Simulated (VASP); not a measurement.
# Mg2Sn (Fm-3m) in VASP: notebook

The runs below take Mg2Sn through single point, with r2SCAN.

Program: VASP 6.6.1. These are calculated values, not measurements. Logs are shortened: lines on timing, memory, paths and dates and some standing lists are left out, and cuts for length are marked.

### Step 1. The cell of the first run

The structure is cubic, space group Fm-3m (No. 225). Conventional cell: a = 6.760 Å, b = 6.760 Å, c = 6.760 Å, α = 90.00°, β = 90.00°, γ = 90.00°. Sn (site symmetry m-3m) has 8 Mg at 2.93 Å within 3.9 Å. Within 3.9 Å of Mg (site symmetry -43m) lie 4 Sn at 2.93 Å and 6 Mg at 3.38 Å.

### Step 2. Single point, r2SCAN

POSCAR

```
Mg2Sn
1.0
    0.0000000000      3.3799352821      3.3799352821
    3.3799352821      0.0000000000      3.3799352821
    3.3799352821      3.3799352821      0.0000000000
Sn Mg
1 2
Direct
    0.0000000000      0.0000000000      0.0000000000
    0.2500000000      0.2500000000      0.2500000000
    0.7500000000      0.7500000000      0.7500000000
```

INCAR.step1

```
SYSTEM = Mg2Sn
ALGO = Normal
EDIFF = 1E-5
ENCUT = 660
GGA = PE
GGA_COMPAT = .FALSE.
ISMEAR = -1
LASPH = .TRUE.
LCHARG = .FALSE.
LREAL = .FALSE.
LWAVE = .TRUE.
NBANDS = 16
NELM = 120
PREC = Accurate
SIGMA = 0.02
```

INCAR.step2

```
SYSTEM = Mg2Sn
ALGO = Normal
EDIFF = 1E-6
ENCUT = 660
GGA_COMPAT = .FALSE.
ISIF = 2
ISMEAR = -1
ISTART = 1
LASPH = .TRUE.
LCHARG = .FALSE.
LMIXTAU = .TRUE.
LREAL = .FALSE.
LWAVE = .FALSE.
METAGGA = R2SCAN
NBANDS = 16
NELM = 120
PREC = Accurate
SIGMA = 0.02
```

KPOINTS

```
k-points
0
G
  6 6 6
  0 0 0
```

Potentials or basis: VASP PAW PBE potentials, release 64 (Sn_d, Mg).

Command:

```bash
cat potpaw_PBE.64/Sn_d/POTCAR potpaw_PBE.64/Mg/POTCAR > POTCAR
cp INCAR.step1 INCAR
mpirun -np 1 vasp_std > vasp.out
cp INCAR.step2 INCAR
mpirun -np 1 vasp_std > vasp.out
```

OUTCAR:

```text
SYSTEM = Mg2Sn
   EDIFF = 1E-6
   ENCUT = 660
   ISIF = 2
   ISMEAR = -1
   ISTART = 1
   LASPH = .TRUE.
   LREAL = .FALSE.
   METAGGA = R2SCAN
   NELM = 120
   PREC = Accurate

 ion  position               nearest neighbor table
   1  0.000  0.000  0.000-   3 2.93   3 2.93   3 2.93   2 2.93   3 2.93   2 2.93   2 2.93   2 2.93

   2  0.250  0.250  0.250-   1 2.93   1 2.93   1 2.93   1 2.93   3 3.38   3 3.38   3 3.38   3 3.38
                             3 3.38   3 3.38
   3  0.750  0.750  0.750-   1 2.93   1 2.93   1 2.93   1 2.93   2 3.38   2 3.38   2 3.38   2 3.38
                             2 3.38   2 3.38

  LATTYP: Found a face centered cubic cell.
 ALAT       =     6.7598705642

  Lattice vectors:

 A1 = (   0.0000000000,   3.3799352821,   3.3799352821)
 A2 = (   3.3799352821,   0.0000000000,   3.3799352821)
 A3 = (   3.3799352821,   3.3799352821,   0.0000000000)

Analysis of symmetry for initial positions (statically):
=====================================================================
 Subroutine PRICEL returns:
 Original cell was already a primitive cell.

 Routine SETGRP: Setting up the symmetry group for a
 face centered cubic supercell.

 Subroutine GETGRP returns: Found 48 space group operations
 (whereof 48 operations were pure point group operations)
 out of a pool of 48 trial point group operations.

The static configuration has the point symmetry O_h .

Analysis of symmetry for dynamics (positions and initial velocities):
=====================================================================
 Subroutine PRICEL returns:
 Original cell was already a primitive cell.

 Routine SETGRP: Setting up the symmetry group for a
 face centered cubic supercell.

 Subroutine GETGRP returns: Found 48 space group operations
 (whereof 48 operations were pure point group operations)
 out of a pool of 48 trial point group operations.

The dynamic configuration has the point symmetry O_h .

 Subroutine INISYM returns: Found 48 space group operations
 (whereof 48 operations are pure point group operations),
 and found     1 'primitive' translations

----------------------------------------------------------------------------------------

                                     Primitive cell

  volume of cell :      77.2245

  direct lattice vectors                    reciprocal lattice vectors
     0.000000000  3.379935282  3.379935282    -0.147931827  0.147931827  0.147931827
     3.379935282  0.000000000  3.379935282     0.147931827 -0.147931827  0.147931827
     3.379935282  3.379935282  0.000000000     0.147931827  0.147931827 -0.147931827

  length of vectors
     4.779950316  4.779950316  4.779950316     0.256225440  0.256225440  0.256225440

  position of ions in fractional coordinates (direct lattice)
     0.000000000  0.000000000  0.000000000
     0.250000000  0.250000000  0.250000000
     0.750000000  0.750000000  0.750000000

  ion indices of the primitive-cell ions
   primitive index   ion index
                 1           1
                 2           2
                 3           3

----------------------------------------------------------------------------------------

 KPOINTS: k-points

Automatic generation of k-mesh.
 Grid dimensions read from file:
 generate k-points for:    6    6    6

 Generating k-lattice:

  Cartesian coordinates                     Fractional coordinates (reciprocal lattice)
    -0.024655304  0.024655304  0.024655304     0.166666667  0.000000000  0.000000000
     0.024655304 -0.024655304  0.024655304     0.000000000  0.166666667  0.000000000
     0.024655304  0.024655304 -0.024655304     0.000000000  0.000000000  0.166666667

  Length of vectors
     0.042704240  0.042704240  0.042704240

  Shift w.r.t. Gamma in fractional coordinates (k-lattice)
     0.000000000  0.000000000  0.000000000

 Subroutine IBZKPT returns following result:
 ===========================================

 Found     16 irreducible k-points:

 Following reciprocal coordinates:
            Coordinates               Weight
  0.000000  0.000000  0.000000      1.000000
  0.166667  0.000000  0.000000      8.000000
  0.333333  0.000000  0.000000      8.000000
  0.500000  0.000000  0.000000      4.000000
  0.166667  0.166667  0.000000      6.000000
  0.333333  0.166667  0.000000     24.000000
[... 8 lines left out ...]
 -0.333333  0.333333  0.166667     24.000000
 -0.333333  0.500000  0.166667     12.000000
   k-points           NKPTS =     16   k-points in BZ     NKDIM =     16   number of bands    NBANDS=     16
   number of dos      NEDOS =    301   number of ions     NIONS =      3
   total plane-waves  NPLWV =  64000
   dimension x,y,z NGX =    40 NGY =   40 NGZ =   40
   dimension x,y,z NGXF=    80 NGYF=   80 NGZF=   80
   ions per type =               1   2
   NGX,Y,Z   is equivalent  to a cutoff of  13.91, 13.91, 13.91 a.u.
   NGXF,Y,Z  is equivalent  to a cutoff of  27.82, 27.82, 27.82 a.u.
 SYSTEM =  Mg2Sn
   PREC   = accura    normal or accurate (medium, high low for compatibility)
   ISTART =      1    job   : 0-new  1-cont  2-samecut
   ICHARG =      0    charge: 1-file 2-atom 10-const
   ISPIN  =      1    spin polarized calculation?
   LNONCOLLINEAR =      F non collinear calculations
   LSORBIT =      F    spin-orbit coupling
   LASPH  =      T    aspherical Exc in radial PAW
   ENCUT  =  660.0 eV  48.51 Ry    6.96 a.u.  10.01 10.01 10.01*2*pi/ulx,y,z
   NELM   =    120;   NELMIN=  2; NELMDL=  0     # of ELM steps
   EDIFF  = 0.1E-05   stopping-criterion for ELM
   LREAL  =      F    real-space projection
   EDIFFG = 0.1E-04   stopping-criterion for IOM
   NSW    =      0    number of steps for IOM
   IBRION =     -1    ionic relax: 0-MD 1-quasi-New 2-CG
   NFREE  =      0    steps in history (QN), initial steepest desc. (CG)
   ISIF   =      2    stress and relaxation
   ISYM   =      2    0-nonsym 1-usesym 2-fastsym
   POTIM  = 0.5000    time-step for ionic-motion
   TEBEG  =    0.0;   TEEND  =   0.0 temperature during run
   PSTRESS=    0.0 pullay stress
   NELECT =      18.0000    total number of electrons
   NUPDOWN=      -1.0000    fix difference up-down
   EMIN   =  10.00;   EMAX   =-10.00  energy-range for DOS
   EFERMI =   0.00;   METHOD = LEGACY
   ISMEAR =    -1;   SIGMA  =   0.02  broadening in eV -4-tet -1-fermi 0-gaus
   EFERMI_NEDOS =   21; number of points for ismear=-14 and -15
   IALGO  =     38    algorithm
   IMIX   =      4    mixing-type and parameters
     AMIX     =   0.40;   BMIX     =  1.00
     AMIX_MAG =   1.60;   BMIX_MAG =  1.00
  volume/ion in A,a.u.               =      25.74       173.71
  Fermi-wavevector in a.u.,A,eV,Ry     =   1.007505  1.903909 13.810820  1.015067
  Thomas-Fermi vector in A             =   2.140314
   LORBIT       =      0    0 simple, 1 ext, 2 COOP (PROOUT), +10 PAW based schemes
   METAGGA = R2SCAN    functional components
   LHFCALC =     F    Hartree Fock is set to
   AEXX    =    0.0000 exact exchange contribution
   IVDW    =     0    specifies the selected vdW correction
   LEPSILON=     F    determine dielectric tensor
   LRPA    =     F    only Hartree local field effects (RPA)
 non-spin polarized calculation
  energy-cutoff  :      660.00
  volume of cell :       77.22
 maximum number of plane-waves:      2988
   NGX = 21   NGY = 21   NGZ = 21

 number of electron      18.0000002 magnetization

 Free energy of the ion-electron system (eV)
  ---------------------------------------------------
  ext. energy  EPLUGINS =         0.00000000
  ---------------------------------------------------
  free energy    TOTEN  =       -33.80900458 eV

  energy without entropy =      -33.80892445  energy(sigma->0) =      -33.80896452

 E-fermi :   4.2838     XC(G=0):  -9.2943

 val. band max:        4.1982185171   @ k =   0.0000   0.0000   0.0000
 cond. band min:       4.3694653959   @ k =   0.5000   0.5000   0.0000
 fundamental gap:      0.1712468788
 Fermi energy:         4.2838413585

 k-point     1 :       0.0000    0.0000    0.0000
  band No.  band energies     occupation
      1     -17.2475      2.00000
      2     -17.2475      2.00000
      3     -17.2475      2.00000
      4     -17.2001      2.00000
      5     -17.2001      2.00000
      6      -5.2917      2.00000
[... 8 lines left out ...]
     15       9.9604      0.00000
     16       9.9604      0.00000

 k-point     2 :       0.1667    0.0000    0.0000
  band No.  band energies     occupation
      1     -17.2472      2.00000
      2     -17.2464      2.00000
      3     -17.2464      2.00000
      4     -17.1999      2.00000
      5     -17.1999      2.00000
      6      -5.0561      2.00000
[... 8 lines left out ...]
     15       8.9823      0.00000
     16       9.8206      0.00000

 k-point     3 :       0.3333    0.0000    0.0000
  band No.  band energies     occupation
      1     -17.2467      2.00000
      2     -17.2445      2.00000
      3     -17.2445      2.00000
      4     -17.1995      2.00000
      5     -17.1995      2.00000
      6      -4.4329      2.00000
[... 8 lines left out ...]
     15       9.8515      0.00000
     16      10.5198      0.00000

 k-point     4 :       0.5000    0.0000    0.0000
  band No.  band energies     occupation
      1     -17.2464      2.00000
      2     -17.2435      2.00000
      3     -17.2435      2.00000
      4     -17.1993      2.00000
      5     -17.1993      2.00000
      6      -3.9544      2.00000
[... 8 lines left out ...]
     15      11.7028      0.00000
     16      12.5161      0.00000
[... 172 lines left out ...]
 k-point    14 :       0.5000    0.3333    0.1667
  band No.  band energies     occupation
      1     -17.2476      2.00000
      2     -17.2431      2.00000
      3     -17.2414      2.00000
      4     -17.2009      2.00000
      5     -17.1981      2.00000
      6      -3.9332      2.00000
[... 8 lines left out ...]
     15      11.5917      0.00000
     16      12.4891      0.00000

 k-point    15 :      -0.3333    0.3333    0.1667
  band No.  band energies     occupation
      1     -17.2454      2.00000
      2     -17.2448      2.00000
      3     -17.2404      2.00000
      4     -17.2006      2.00000
      5     -17.1982      2.00000
      6      -3.5545      2.00000
[... 8 lines left out ...]
     15      12.1379      0.00000
     16      12.7163      0.00000

 k-point    16 :      -0.3333    0.5000    0.1667
  band No.  band energies     occupation
      1     -17.2482      2.00000
      2     -17.2422      2.00000
      3     -17.2392      2.00000
      4     -17.2016      2.00000
      5     -17.1973      2.00000
      6      -3.3872      2.00000
[... 8 lines left out ...]
     15      12.8050      0.00000
     16      13.1002      0.00000

------------------------ aborting loop because EDIFF is reached ----------------------------------------

  FORCE on cell =-STRESS in cart. coord.  units (eV):
  Direction    XX          YY          ZZ          XY          YZ          ZX
  --------------------------------------------------------------------------------------
  -------------------------------------------------------------------------------------
  Total       -0.0934636     -0.0934636     -0.0934636     -0.0000000      0.0000000     -0.0000000
  in kB       -1.9390894     -1.9390894     -1.9390894     -0.0000000      0.0000000     -0.0000000
  external PRESSURE =      -1.9390894 kB  Pullay stress =       0.0000000 kB

 VOLUME and BASIS-vectors are now :
 -----------------------------------------------------------------------------
  energy-cutoff  :      660.00
  volume of cell :       77.22
      direct lattice vectors                 reciprocal lattice vectors
     0.000000000  3.379935282  3.379935282    -0.147931827  0.147931827  0.147931827
     3.379935282  0.000000000  3.379935282     0.147931827 -0.147931827  0.147931827
     3.379935282  3.379935282  0.000000000     0.147931827  0.147931827 -0.147931827

 POSITION                                       TOTAL-FORCE (eV/Angst)
 -----------------------------------------------------------------------------------
      0.00000      0.00000      0.00000         0.000000     -0.000000     -0.000000
      1.68997      1.68997      1.68997        -0.000000     -0.000000     -0.000000
      5.06990      5.06990      5.06990         0.000000      0.000000      0.000000
 -----------------------------------------------------------------------------------
    total drift:                               -0.000000      0.000000      0.000000

  FREE ENERGIE OF THE ION-ELECTRON SYSTEM (eV)
  ---------------------------------------------------
  free  energy   TOTEN  =       -33.8090045844 eV

  energy  without entropy=      -33.8089244542  energy(sigma->0) =      -33.80896452
```

It took 77 s on 1 thread of Intel Xeon 6975P-C (Granite Rapids), shared host; peak memory 0.26 GiB.

What came out:

- Free energy: -33.8090 eV
- Pressure: -0.2 GPa
- Band gap on the k mesh: 0.17 eV, indirect (least direct gap 2.00 eV)

Levels at points of the mesh, in eV from the valence-band top:
| k point | band 5 | band 6 | band 7 | band 8 | band 9 | band 10 | band 11 | band 12 | band 13 | band 14 |
| --- | --- | --- | --- | --- | --- | --- | --- | --- | --- | --- |
| (0.00, 0.00, 0.00) | -21.40 | -9.49 | 0.00 | 0.00 | 0.00 | 2.01 | 2.39 | 2.39 | 2.39 | 4.90 |
| (0.50, 0.00, 0.00) | -21.40 | -8.15 | -4.96 | -0.88 | -0.88 | 1.12 | 2.48 | 2.48 | 4.53 | 7.50 |
| (0.50, 0.50, 0.00) | -21.39 | -7.61 | -4.72 | -2.21 | -2.21 | 0.17 | 0.41 | 7.89 | 7.89 | 7.95 |

Caveat: the PAW data sets were made with another functional, which shifts forces and pressure a little; spin-orbit coupling is left out, which moves the levels of the heavy elements. A k mesh can miss the band edges.

### Step 3. Single point, r2SCAN (strain +2.0%)

POSCAR

```
Mg2Sn
1.0
    0.0000000000      3.4475339877      3.4475339877
    3.4475339877      0.0000000000      3.4475339877
    3.4475339877      3.4475339877      0.0000000000
Sn Mg
1 2
Direct
    0.0000000000      0.0000000000      0.0000000000
    0.2500000000      0.2500000000      0.2500000000
    0.7500000000      0.7500000000      0.7500000000
```

INCAR.step1

```
SYSTEM = Mg2Sn
ALGO     = Normal         ! electronic algorithm
EDIFF    = 1E-5           ! SCF threshold, eV
ENCUT    = 660            ! plane-wave cutoff, eV
GGA      = PE             ! functional
GGA_COMPAT= .False.      
ISMEAR   = -1             ! smearing method
LASPH    = .True.         ! aspherical terms in the spheres
LCHARG   = .False.        ! write CHGCAR
LREAL    = .False.        ! projectors in reciprocal space
LWAVE    = .True.         ! write WAVECAR
NBANDS   = 16             ! bands
NELM     = 120            ! most SCF steps
PREC     = Accurate       ! precision mode
SIGMA    = 0.02           ! smearing width, eV
```

INCAR.step2

```
SYSTEM = Mg2Sn
ALGO     = Normal         ! electronic algorithm
EDIFF    = 1E-6           ! SCF threshold, eV
ENCUT    = 660            ! plane-wave cutoff, eV
GGA_COMPAT= .False.      
ISIF     = 2              ! what is computed and relaxed
ISMEAR   = -1             ! smearing method
ISTART   = 1            
LASPH    = .True.         ! aspherical terms in the spheres
LCHARG   = .False.        ! write CHGCAR
LMIXTAU  = .True.       
LREAL    = .False.        ! projectors in reciprocal space
LWAVE    = .False.        ! write WAVECAR
METAGGA  = R2SCAN         ! meta-GGA
NBANDS   = 16             ! bands
NELM     = 120            ! most SCF steps
PREC     = Accurate       ! precision mode
SIGMA    = 0.02           ! smearing width, eV
```

KPOINTS

```
k-points
0
Gamma
  6 6 6
  0 0 0
```

Potentials or basis: VASP PAW PBE potentials, release 64 (Sn_d, Mg).

Command:

```bash
cat potpaw_PBE.64/Sn_d/POTCAR potpaw_PBE.64/Mg/POTCAR > POTCAR
cp INCAR.step1 INCAR
mpirun -np 1 vasp_std > vasp.out
cp INCAR.step2 INCAR
mpirun -np 1 vasp_std > vasp.out
```

Run time: 85 s. Hardware: 1 thread of Intel Xeon 6975P-C (Granite Rapids), shared host; peak memory 0.29 GiB.

It converged, with:

- Free energy: -33.7655 eV
- Pressure: -2.6 GPa
- Band gap on the k mesh: 0.07 eV, indirect (least direct gap 1.65 eV)

Levels at points of the mesh, in eV from the valence-band top:
```csv
k point,band 7,band 8,band 9,band 10,band 11,band 12
"(0.00, 0.00, 0.00)",0.00,0.00,0.00,1.65,2.30,2.30
"(0.50, 0.00, 0.00)",-4.76,-0.84,-0.84,0.88,2.43,2.43
"(0.50, 0.50, 0.00)",-4.56,-2.11,-2.11,0.07,0.47,7.59
```

Caveat: the cell differs from its parent crystal (strain +2.0%); the PAW data sets were made with another functional, which shifts forces and pressure a little; spin-orbit coupling is left out, which moves the levels of the heavy elements.
